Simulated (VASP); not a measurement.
# TiO2 (P4_2/mnm) in VASP: single point with r2SCAN

Aim: the single point of TiO2 with r2SCAN.

All numbers are computed with VASP 6.6.1; they aren't measurements. Logs are shortened: lines on timing, memory, paths and dates and some standing lists are left out, and cuts for length are marked.

### Step 1. The cell of the first run

The structure is tetragonal, space group P4_2/mnm (No. 136). Conventional cell: a = 4.594 Å, b = 4.594 Å, c = 2.959 Å, α = 90.00°, β = 90.00°, γ = 90.00°. Within 2.6 Å of Ti (site symmetry mmm) lie 6 O at 1.95 to 1.98 Å. Within 2.6 Å of O (site symmetry m2m) lie 3 Ti at 1.95 to 1.98 Å and 1 O at 2.54 Å.

### Step 2. Single point, r2SCAN

Input file POSCAR:

```
TiO2
1.0
    4.5937000000      0.0000000000      0.0000000000
    0.0000000000      4.5937000000      0.0000000000
    0.0000000000      0.0000000000      2.9587000000
Ti O
2 4
Direct
    0.0000000000      0.0000000000      0.0000000000
    0.5000000000      0.5000000000      0.5000000000
    0.3047800000      0.3047800000      0.0000000000
    0.1952200000      0.8047800000      0.5000000000
    0.6952200000      0.6952200000      0.0000000000
    0.8047800000      0.1952200000      0.5000000000
```

Input file INCAR.step1:

```
SYSTEM = TiO2
ALGO     = Normal         ! electronic algorithm
EDIFF    = 1E-4           ! SCF threshold, eV
ENCUT    = 520            ! plane-wave cutoff, eV
GGA      = PE             ! functional
ISMEAR   = -1             ! smearing method
LASPH    = .TRUE.         ! aspherical terms in the spheres
LCHARG   = .FALSE.        ! write CHGCAR
LREAL    = .FALSE.        ! projectors in reciprocal space
LWAVE    = .TRUE.         ! write WAVECAR
NBANDS   = 33             ! bands
NELM     = 80             ! most SCF steps
PREC     = Accurate       ! precision mode
SIGMA    = 0.02           ! smearing width, eV
```

Input file INCAR.step2:

```
SYSTEM = TiO2
ALGO     = Normal         ! electronic algorithm
EDIFF    = 1E-7           ! SCF threshold, eV
ENCUT    = 520            ! plane-wave cutoff, eV
ISIF     = 2              ! what is computed and relaxed
ISMEAR   = -1             ! smearing method
ISTART   = 1            
LASPH    = .TRUE.         ! aspherical terms in the spheres
LCHARG   = .FALSE.        ! write CHGCAR
LMIXTAU  = .TRUE.       
LREAL    = .FALSE.        ! projectors in reciprocal space
LWAVE    = .FALSE.        ! write WAVECAR
METAGGA  = R2SCAN         ! meta-GGA
NBANDS   = 33             ! bands
NELM     = 80             ! most SCF steps
PREC     = Accurate       ! precision mode
SIGMA    = 0.02           ! smearing width, eV
```

Input file KPOINTS:

```
k-points
0
G
  4 4 7
  0 0 0
```

Potentials or basis: VASP PAW PBE potentials, release 64 (Ti_sv, O).

Command:

```bash
$ cat potpaw_PBE.64/Ti_sv/POTCAR potpaw_PBE.64/O/POTCAR > POTCAR
$ cp INCAR.step1 INCAR
$ mpirun -np 1 vasp_std > vasp.out
$ cp INCAR.step2 INCAR
$ mpirun -np 1 vasp_std > vasp.out
```

OUTCAR:

```text
SYSTEM = TiO2
   EDIFF = 1E-7
   ENCUT = 520
   ISIF = 2
   ISMEAR = -1
   ISTART = 1
   LASPH = .TRUE.
   LREAL = .FALSE.
   METAGGA = R2SCAN
   NELM = 80
   PREC = Accurate

 ion  position               nearest neighbor table
   1  0.000  0.000  0.000-   4 1.95   6 1.95   4 1.95   6 1.95   5 1.98   3 1.98
   2  0.500  0.500  0.500-   3 1.95   5 1.95   3 1.95   5 1.95   4 1.98   6 1.98
   3  0.305  0.305  0.000-   2 1.95   2 1.95   1 1.98
   4  0.195  0.805  0.500-   1 1.95   1 1.95   2 1.98
   5  0.695  0.695  0.000-   2 1.95   2 1.95   1 1.98
   6  0.805  0.195  0.500-   1 1.95   1 1.95   2 1.98

  LATTYP: Found a simple tetragonal cell.
 ALAT       =     4.5937000000
 C/A-ratio  =     0.6440777587

  Lattice vectors:

 A1 = (   4.5937000000,   0.0000000000,   0.0000000000)
 A2 = (   0.0000000000,   4.5937000000,   0.0000000000)
 A3 = (   0.0000000000,   0.0000000000,   2.9587000000)

Analysis of symmetry for initial positions (statically):
=====================================================================
 Subroutine PRICEL returns:
 Original cell was already a primitive cell.

 Routine SETGRP: Setting up the symmetry group for a
 simple tetragonal supercell.

 Subroutine GETGRP returns: Found 16 space group operations
 (whereof  8 operations were pure point group operations)
 out of a pool of 16 trial point group operations.

The static configuration has the point symmetry D_2h.
 The point group associated with its full space group is D_4h.

Analysis of symmetry for dynamics (positions and initial velocities):
=====================================================================
 Subroutine PRICEL returns:
 Original cell was already a primitive cell.

 Routine SETGRP: Setting up the symmetry group for a
 simple tetragonal supercell.

 Subroutine GETGRP returns: Found 16 space group operations
 (whereof  8 operations were pure point group operations)
 out of a pool of 16 trial point group operations.

The dynamic configuration has the point symmetry D_2h.
 The point group associated with its full space group is D_4h.

 Subroutine INISYM returns: Found 16 space group operations
 (whereof  8 operations are pure point group operations),
 and found     1 'primitive' translations

----------------------------------------------------------------------------------------

                                     Primitive cell

  volume of cell :      62.4347

  direct lattice vectors                    reciprocal lattice vectors
     4.593700000  0.000000000  0.000000000     0.217689444  0.000000000  0.000000000
     0.000000000  4.593700000  0.000000000     0.000000000  0.217689444  0.000000000
     0.000000000  0.000000000  2.958700000     0.000000000  0.000000000  0.337986278

  length of vectors
     4.593700000  4.593700000  2.958700000     0.217689444  0.217689444  0.337986278

  position of ions in fractional coordinates (direct lattice)
     0.000000000  0.000000000  0.000000000
     0.500000000  0.500000000  0.500000000
     0.304780000  0.304780000  0.000000000
     0.195220000  0.804780000  0.500000000
     0.695220000  0.695220000  0.000000000
     0.804780000  0.195220000  0.500000000

  ion indices of the primitive-cell ions
   primitive index   ion index
                 1           1
                 2           2
                 3           3
                 4           4
                 5           5
                 6           6

----------------------------------------------------------------------------------------

 KPOINTS: k-points

Automatic generation of k-mesh.
 Grid dimensions read from file:
 generate k-points for:    4    4    7

 Generating k-lattice:

  Cartesian coordinates                     Fractional coordinates (reciprocal lattice)
     0.054422361  0.000000000  0.000000000     0.250000000  0.000000000  0.000000000
     0.000000000  0.054422361  0.000000000     0.000000000  0.250000000  0.000000000
     0.000000000  0.000000000  0.048283754     0.000000000  0.000000000  0.142857143

  Length of vectors
     0.054422361  0.054422361  0.048283754

  Shift w.r.t. Gamma in fractional coordinates (k-lattice)
     0.000000000  0.000000000  0.000000000

 Subroutine IBZKPT returns following result:
 ===========================================

 Found     24 irreducible k-points:

 Following reciprocal coordinates:
            Coordinates               Weight
  0.000000  0.000000  0.000000      1.000000
  0.250000  0.000000  0.000000      4.000000
  0.500000  0.000000  0.000000      2.000000
  0.250000  0.250000  0.000000      4.000000
  0.500000  0.250000  0.000000      4.000000
  0.500000  0.500000  0.000000      1.000000
[... 16 lines left out ...]
  0.500000  0.250000  0.428571      8.000000
  0.500000  0.500000  0.428571      2.000000
   k-points           NKPTS =     24   k-points in BZ     NKDIM =     24   number of bands    NBANDS=     33
   number of dos      NEDOS =    301   number of ions     NIONS =      6
   total plane-waves  NPLWV =  31104
   dimension x,y,z NGX =    36 NGY =   36 NGZ =   24
   dimension x,y,z NGXF=    72 NGYF=   72 NGZF=   48
   ions per type =               2   4
   NGX,Y,Z   is equivalent  to a cutoff of  13.03, 13.03, 13.49 a.u.
   NGXF,Y,Z  is equivalent  to a cutoff of  26.06, 26.06, 26.97 a.u.
 SYSTEM =  TiO2
   PREC   = accura    normal or accurate (medium, high low for compatibility)
   ISTART =      1    job   : 0-new  1-cont  2-samecut
   ICHARG =      0    charge: 1-file 2-atom 10-const
   ISPIN  =      1    spin polarized calculation?
   LNONCOLLINEAR =      F non collinear calculations
   LSORBIT =      F    spin-orbit coupling
   LASPH  =      T    aspherical Exc in radial PAW
   ENCUT  =  520.0 eV  38.22 Ry    6.18 a.u.   8.54  8.54  5.50*2*pi/ulx,y,z
   NELM   =     80;   NELMIN=  2; NELMDL=  0     # of ELM steps
   EDIFF  = 0.1E-06   stopping-criterion for ELM
   LREAL  =      F    real-space projection
   EDIFFG = 0.1E-05   stopping-criterion for IOM
   NSW    =      0    number of steps for IOM
   IBRION =     -1    ionic relax: 0-MD 1-quasi-New 2-CG
   NFREE  =      0    steps in history (QN), initial steepest desc. (CG)
   ISIF   =      2    stress and relaxation
   ISYM   =      2    0-nonsym 1-usesym 2-fastsym
   POTIM  = 0.5000    time-step for ionic-motion
   TEBEG  =    0.0;   TEEND  =   0.0 temperature during run
   PSTRESS=    0.0 pullay stress
   NELECT =      48.0000    total number of electrons
   NUPDOWN=      -1.0000    fix difference up-down
   EMIN   =  10.00;   EMAX   =-10.00  energy-range for DOS
   EFERMI =   0.00;   METHOD = LEGACY
   ISMEAR =    -1;   SIGMA  =   0.02  broadening in eV -4-tet -1-fermi 0-gaus
   EFERMI_NEDOS =   21; number of points for ismear=-14 and -15
   IALGO  =     38    algorithm
   IMIX   =      4    mixing-type and parameters
     AMIX     =   0.40;   BMIX     =  1.00
     AMIX_MAG =   1.60;   BMIX_MAG =  1.00
  volume/ion in A,a.u.               =      10.41        70.22
  Fermi-wavevector in a.u.,A,eV,Ry     =   1.499730  2.834079 30.602103  2.249191
  Thomas-Fermi vector in A             =   2.611322
   LORBIT       =      0    0 simple, 1 ext, 2 COOP (PROOUT), +10 PAW based schemes
   METAGGA = R2SCAN    functional components
   LHFCALC =     F    Hartree Fock is set to
   AEXX    =    0.0000 exact exchange contribution
   IVDW    =     0    specifies the selected vdW correction
   LEPSILON=     F    determine dielectric tensor
   LRPA    =     F    only Hartree local field effects (RPA)
 non-spin polarized calculation
  energy-cutoff  :      520.00
  volume of cell :       62.43
 maximum number of plane-waves:      1720
 NGX is ok and might be reduce to    36
   NGX = 17   NGY = 17   NGZ = 11

 number of electron      48.0000021 magnetization

 Free energy of the ion-electron system (eV)
  ---------------------------------------------------
  ext. energy  EPLUGINS =         0.00000000
  ---------------------------------------------------
  free energy    TOTEN  =       -69.79423059 eV

  energy without entropy =      -69.79423059  energy(sigma->0) =      -69.79423059

 E-fermi :   5.0796     XC(G=0): -12.1551

 val. band max:        4.5450566668   @ k =   0.0000   0.0000   0.0000
 cond. band min:       6.7749054051   @ k =   0.0000   0.0000   0.0000
 fundamental gap:      2.2298487384
 Fermi energy:         5.0795501340

 k-point     1 :       0.0000    0.0000    0.0000
  band No.  band energies     occupation
      1     -54.6036      2.00000
      2     -54.5857      2.00000
      3     -29.8700      2.00000
      4     -29.8700      2.00000
      5     -29.6917      2.00000
      6     -29.6917      2.00000
[... 25 lines left out ...]
     32      11.5267      0.00000
     33      11.5267      0.00000

 k-point     2 :       0.2500    0.0000    0.0000
  band No.  band energies     occupation
      1     -54.6010      2.00000
      2     -54.5884      2.00000
      3     -29.8494      2.00000
      4     -29.8478      2.00000
      5     -29.7163      2.00000
      6     -29.7146      2.00000
[... 25 lines left out ...]
     32      11.3284      0.00000
     33      11.3640      0.00000

 k-point     3 :       0.5000    0.0000    0.0000
  band No.  band energies     occupation
      1     -54.5947      2.00000
      2     -54.5947      2.00000
      3     -29.8134      2.00000
      4     -29.8134      2.00000
      5     -29.7527      2.00000
      6     -29.7527      2.00000
[... 25 lines left out ...]
     32      11.0000      0.00000
     33      11.1478      0.00000

 k-point     4 :       0.2500    0.2500    0.0000
  band No.  band energies     occupation
      1     -54.5992      2.00000
      2     -54.5902      2.00000
      3     -29.8762      2.00000
      4     -29.8139      2.00000
      5     -29.7523      2.00000
      6     -29.6879      2.00000
[... 673 lines left out ...]
     32      10.7728      0.00000
     33      10.8681      0.00000

 k-point    23 :       0.5000    0.2500    0.4286
  band No.  band energies     occupation
      1     -54.5560      2.00000
      2     -54.5560      2.00000
      3     -30.0836      2.00000
      4     -30.0836      2.00000
      5     -29.7243      2.00000
      6     -29.7243      2.00000
[... 25 lines left out ...]
     32      10.0852      0.00000
     33      11.6423      0.00000

 k-point    24 :       0.5000    0.5000    0.4286
  band No.  band energies     occupation
      1     -54.5559      2.00000
      2     -54.5559      2.00000
      3     -30.0765      2.00000
      4     -30.0765      2.00000
      5     -29.7356      2.00000
      6     -29.7356      2.00000
[... 25 lines left out ...]
     32      10.8325      0.00000
     33      10.8563      0.00000

------------------------ aborting loop because EDIFF is reached ----------------------------------------

  FORCE on cell =-STRESS in cart. coord.  units (eV):
  Direction    XX          YY          ZZ          XY          YZ          ZX
  --------------------------------------------------------------------------------------
  -------------------------------------------------------------------------------------
  Total        0.4321534      0.4321534      0.4364536      0.0000000      0.0000000      0.0000000
  in kB       11.0897634     11.0897634     11.2001156      0.0000000      0.0000000      0.0000000
  external PRESSURE =      11.1265475 kB  Pullay stress =       0.0000000 kB

 VOLUME and BASIS-vectors are now :
 -----------------------------------------------------------------------------
  energy-cutoff  :      520.00
  volume of cell :       62.43
      direct lattice vectors                 reciprocal lattice vectors
     4.593700000  0.000000000  0.000000000     0.217689444  0.000000000  0.000000000
     0.000000000  4.593700000  0.000000000     0.000000000  0.217689444  0.000000000
     0.000000000  0.000000000  2.958700000     0.000000000  0.000000000  0.337986278

 POSITION                                       TOTAL-FORCE (eV/Angst)
 -----------------------------------------------------------------------------------
      0.00000      0.00000      0.00000         0.000000      0.000000      0.000000
      2.29685      2.29685      1.47935         0.000000      0.000000      0.000000
      1.40007      1.40007      0.00000        -0.037519     -0.037519     -0.000000
      0.89678      3.69692      1.47935         0.037519     -0.037519      0.000000
      3.19363      3.19363      0.00000         0.037519      0.037519      0.000000
      3.69692      0.89678      1.47935        -0.037519      0.037519      0.000000
 -----------------------------------------------------------------------------------
    total drift:                                0.000000      0.000000      0.000000

  FREE ENERGIE OF THE ION-ELECTRON SYSTEM (eV)
  ---------------------------------------------------
  free  energy   TOTEN  =       -69.7942305934 eV

  energy  without entropy=      -69.7942305934  energy(sigma->0) =      -69.79423059
```

It took 4.8 min on 1 thread of Intel Xeon 8259CL, shared host; peak memory 0.19 GiB.

Results:

* Free energy: -69.7942 eV
* Pressure: 1.1 GPa
* Largest force: 0.053 eV/Å
* Band gap on the k mesh: 2.23 eV

Forces on the atoms (eV/Å):
```
Ti   0.000  0.000  0.000
Ti   0.000  0.000  0.000
O   -0.038 -0.038  0.000
O    0.038 -0.038  0.000
O    0.038  0.038  0.000
O   -0.038  0.038  0.000
```

Caveat: the PAW data sets were made with another functional, which shifts forces and pressure a little; an odd mesh through Γ misses points on the zone boundary, where band edges can lie.
